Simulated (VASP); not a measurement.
# LiCl (I4mm) in VASP: single point with PBE

Aim: the single point of LiCl with PBE.

Everything below comes from runs of VASP 6.6.1. Logs are shortened: lines on timing, memory, paths and dates and some standing lists are left out, and cuts for length are marked.

### Step 1. The cell of the first run

Symmetry: I4mm, No. 107, tetragonal system. Conventional cell: a = 3.627 Å, b = 3.627 Å, c = 5.130 Å, α = 90.00°, β = 90.00°, γ = 90.00°. Li (site symmetry 4mm) has 6 Cl at 2.50 to 2.63 Å within 3.3 Å. Cl (site symmetry 4mm) has 6 Li at 2.50 to 2.63 Å within 3.3 Å.

### Step 2. Single point, PBE (all Li atoms moved +0.062 Å, as atom 1 along Cartesian [0 1 0])

File INCAR:

```
SYSTEM = LiCl
PREC = Accurate
ENCUT = 520
EDIFF = 1E-6
ISMEAR = 0
SIGMA = 0.05
LREAL = .FALSE.
LASPH = .TRUE.
NELM = 80
ALGO = Normal
ISIF = 2
LWAVE = .FALSE.
LCHARG = .FALSE.
GGA = PE
NBANDS = 12
```

File KPOINTS:

```
regular mesh
0
G
  8 8 8
  0 0 0
```

File POSCAR:

```
LiCl
1.0
    0.0000000000      2.5647600000      2.5647600000
    2.5647600000      0.0000000000      2.5647600000
    2.5647600000      2.5647600000      0.0000000000
Li Cl
1 1
Direct
    0.0121843759     -0.0121843759      0.0121843759
    0.5000000000      0.5000000000      0.5000000000
```

Potentials or basis: VASP PAW PBE potentials, release 64 (Li_sv, Cl).

Started as:

```bash
$ cat potpaw_PBE.64/Li_sv/POTCAR potpaw_PBE.64/Cl/POTCAR > POTCAR
$ mpirun -np 1 vasp_std > vasp.out
```

OUTCAR:

```text
SYSTEM = LiCl
   PREC = Accurate
   ENCUT = 520
   EDIFF = 1E-6
   ISMEAR = 0
   LREAL = .FALSE.
   LASPH = .TRUE.
   NELM = 80
   ISIF = 2
   GGA = PE

 ion  position               nearest neighbor table
   1  0.012  0.988  0.012-   2 2.50   2 2.57   2 2.57   2 2.57   2 2.57   2 2.63
   2  0.500  0.500  0.500-   1 2.50   1 2.57   1 2.57   1 2.57   1 2.57   1 2.63

  LATTYP: Found a face centered cubic cell.
 ALAT       =     5.1295200000

  Lattice vectors:

 A1 = (   0.0000000000,   2.5647600000,   2.5647600000)
 A2 = (   2.5647600000,   0.0000000000,   2.5647600000)
 A3 = (   2.5647600000,   2.5647600000,   0.0000000000)

Analysis of symmetry for initial positions (statically):
=====================================================================
 Subroutine PRICEL returns:
 Original cell was already a primitive cell.

 Routine SETGRP: Setting up the symmetry group for a
 face centered cubic supercell.

 Subroutine GETGRP returns: Found  8 space group operations
 (whereof  8 operations were pure point group operations)
 out of a pool of 48 trial point group operations.

The static configuration has the point symmetry C_4v.

Analysis of symmetry for dynamics (positions and initial velocities):
=====================================================================
 Subroutine PRICEL returns:
 Original cell was already a primitive cell.

 Routine SETGRP: Setting up the symmetry group for a
 face centered cubic supercell.

 Subroutine GETGRP returns: Found  8 space group operations
 (whereof  8 operations were pure point group operations)
 out of a pool of 48 trial point group operations.

The dynamic configuration has the point symmetry C_4v.

 Subroutine INISYM returns: Found  8 space group operations
 (whereof  8 operations are pure point group operations),
 and found     1 'primitive' translations

----------------------------------------------------------------------------------------

                                     Primitive cell

  volume of cell :      33.7420

  direct lattice vectors                    reciprocal lattice vectors
     0.000000000  2.564760000  2.564760000    -0.194950015  0.194950015  0.194950015
     2.564760000  0.000000000  2.564760000     0.194950015 -0.194950015  0.194950015
     2.564760000  2.564760000  0.000000000     0.194950015  0.194950015 -0.194950015

  length of vectors
     3.627118376  3.627118376  3.627118376     0.337663331  0.337663331  0.337663331

  position of ions in fractional coordinates (direct lattice)
     0.012184376  0.987815624  0.012184376
     0.500000000  0.500000000  0.500000000

  ion indices of the primitive-cell ions
   primitive index   ion index
                 1           1
                 2           2

[... 84 lines left out ...]
   EMIN   =  10.00;   EMAX   =-10.00  energy-range for DOS
   EFERMI =   0.00;   METHOD = LEGACY
   ISMEAR =     0;   SIGMA  =   0.05  broadening in eV -4-tet -1-fermi 0-gaus
   EFERMI_NEDOS =   21; number of points for ismear=-14 and -15
   IALGO  =     38    algorithm
   IMIX   =      4    mixing-type and parameters
     AMIX     =   0.40;   BMIX     =  1.00
     AMIX_MAG =   1.60;   BMIX_MAG =  1.00
  volume/ion in A,a.u.               =      16.87       113.85
  Fermi-wavevector in a.u.,A,eV,Ry     =   1.091486  2.062609 16.209183  1.191341
  Thomas-Fermi vector in A             =   2.227732
   LORBIT       =      0    0 simple, 1 ext, 2 COOP (PROOUT), +10 PAW based schemes
   GGA     = PE    functional components
   LHFCALC =     F    Hartree Fock is set to
   AEXX    =    0.0000 exact exchange contribution
   IVDW    =     0    specifies the selected vdW correction
   LEPSILON=     F    determine dielectric tensor
   LRPA    =     F    only Hartree local field effects (RPA)
 non-spin polarized calculation
 Gauss-broadening in eV      SIGMA  =   0.05
  energy-cutoff  :      520.00
  volume of cell :       33.74
 maximum number of plane-waves:       934
   NGX = 13   NGY = 13   NGZ = 13

 number of electron      10.0000000 magnetization

 Free energy of the ion-electron system (eV)
  ---------------------------------------------------
  ext. energy  EPLUGINS =         0.00000000
  ---------------------------------------------------
  free energy    TOTEN  =        -7.38443397 eV

  energy without entropy =       -7.38443397  energy(sigma->0) =       -7.38443397

 E-fermi :   0.9505     XC(G=0):  -8.7299

 val. band max:        0.5797185676   @ k =   0.0000   0.0000   0.0000
 cond. band min:       6.9186301412   @ k =   0.0000   0.0000   0.0000
 fundamental gap:      6.3389115736
 Fermi energy:         0.9504999131

 k-point     1 :       0.0000    0.0000    0.0000
  band No.  band energies     occupation
      1     -42.9400      2.00000
      2     -12.8182      2.00000
      3       0.5748      2.00000
      4       0.5797      2.00000
      5       0.5797      2.00000
      6       6.9186      0.00000
      7      12.4968      0.00000
      8      12.4969      0.00000
      9      12.5201      0.00000
     10      14.9255      0.00000
     11      15.1336      0.00000
     12      15.1372      0.00000
[... 331 lines left out ...]
 k-point    24 :       0.5000    0.2500    0.0000
  band No.  band energies     occupation
      1     -42.9369      2.00000
      2     -12.1321      2.00000
      3      -1.9046      2.00000
      4      -0.7109      2.00000
      5      -0.1351      2.00000
      6       8.7502      0.00000
      7      10.1844      0.00000
      8      11.5056      0.00000
      9      11.8726      0.00000
     10      15.0897      0.00000
     11      18.1951      0.00000
     12      19.1247      0.00000

 [... further k-points ...]

------------------------ aborting loop because EDIFF is reached ----------------------------------------

  FORCE on cell =-STRESS in cart. coord.  units (eV):
  Direction    XX          YY          ZZ          XY          YZ          ZX
  --------------------------------------------------------------------------------------
  -------------------------------------------------------------------------------------
  Total        0.0607453      0.0950134      0.0607453      0.0000000      0.0000000      0.0000000
  in kB        2.8843834      4.5115423      2.8843834      0.0000000      0.0000000      0.0000000
  external PRESSURE =       3.4267697 kB  Pullay stress =       0.0000000 kB

 VOLUME and BASIS-vectors are now :
 -----------------------------------------------------------------------------
  energy-cutoff  :      520.00
  volume of cell :       33.74
      direct lattice vectors                 reciprocal lattice vectors
     0.000000000  2.564760000  2.564760000    -0.194950015  0.194950015  0.194950015
     2.564760000  0.000000000  2.564760000     0.194950015 -0.194950015  0.194950015
     2.564760000  2.564760000  0.000000000     0.194950015  0.194950015 -0.194950015

 POSITION                                       TOTAL-FORCE (eV/Angst)
 -----------------------------------------------------------------------------------
      2.56476      0.06250      2.56476         0.000000     -0.042884      0.000000
      2.56476      2.56476      2.56476         0.000000      0.042884      0.000000
 -----------------------------------------------------------------------------------
    total drift:                                0.000002      0.000328      0.000002

  FREE ENERGIE OF THE ION-ELECTRON SYSTEM (eV)
  ---------------------------------------------------
  free  energy   TOTEN  =        -7.3844339667 eV

  energy  without entropy=       -7.3844339667  energy(sigma->0) =       -7.38443397
```

OSZICAR:

```text
N       E                     dE             d eps       ncg     rms          rms(c)
DAV:   1     0.415544153319E+02    0.41554E+02   -0.42427E+03  1416   0.777E+02
DAV:   2    -0.489999226651E+01   -0.46454E+02   -0.44532E+02  1744   0.142E+02
DAV:   3    -0.737690530834E+01   -0.24769E+01   -0.24698E+01  1852   0.339E+01
DAV:   4    -0.744883462963E+01   -0.71929E-01   -0.71904E-01  2000   0.576E+00
DAV:   5    -0.744969082484E+01   -0.85620E-03   -0.85617E-03  1860   0.573E-01    0.239E+00
DAV:   6    -0.737848602607E+01    0.71205E-01   -0.15252E-01  1864   0.183E+00    0.170E+00
DAV:   7    -0.738024292205E+01   -0.17569E-02   -0.49741E-02  2168   0.117E+00    0.928E-01
DAV:   8    -0.738441835347E+01   -0.41754E-02   -0.63911E-03  1640   0.551E-01    0.157E-01
DAV:   9    -0.738437659936E+01    0.41754E-04   -0.20363E-04  1824   0.996E-02    0.537E-02
DAV:  10    -0.738442686779E+01   -0.50268E-04   -0.11947E-04  1668   0.734E-02    0.503E-02
DAV:  11    -0.738443350800E+01   -0.66402E-05   -0.14606E-05  1856   0.241E-02    0.357E-03
DAV:  12    -0.738443396666E+01   -0.45866E-06   -0.40608E-07  1488   0.502E-03
   1 F= -.73844340E+01 E0= -.73844340E+01  d E =-.184238E-27
```

Wall time 23 s (1 thread of Intel Xeon 8259CL, shared host); peak memory 0.16 GiB.

Results:

```
Free energy            : -7.3844 eV
Largest force          : 0.043 eV/Å
Band gap on the k mesh : 6.34 eV
```

Forces on the atoms (eV/Å):
```
Li   0.000 -0.043  0.000
Cl   0.000  0.043  0.000
```

Levels at points of the mesh, in eV from the valence-band top:
| k point | band 3 | band 4 | band 5 | band 6 | band 7 | band 8 |
| --- | --- | --- | --- | --- | --- | --- |
| (0.00, 0.00, 0.00) | 0.00 | 0.00 | 0.00 | 6.34 | 11.92 | 11.92 |
| (0.50, 0.00, 0.00) | -2.81 | -0.26 | -0.26 | 6.76 | 9.50 | 9.51 |
| (0.50, 0.50, 0.00) | -2.89 | -1.10 | -1.10 | 7.88 | 8.28 | 12.44 |
| (0.50, 0.00, 0.50) | -2.89 | -1.10 | -1.10 | 7.88 | 8.29 | 12.46 |

Caveat: the cell differs from its parent crystal (all Li atoms moved +0.062 Å, as atom 1 along Cartesian [0 1 0]); the cutoff is under 1.25 times the usual one of these potentials, so pressure, stress and relaxed cells hold a basis-set (Pulay) error. A k mesh can miss the band edges.
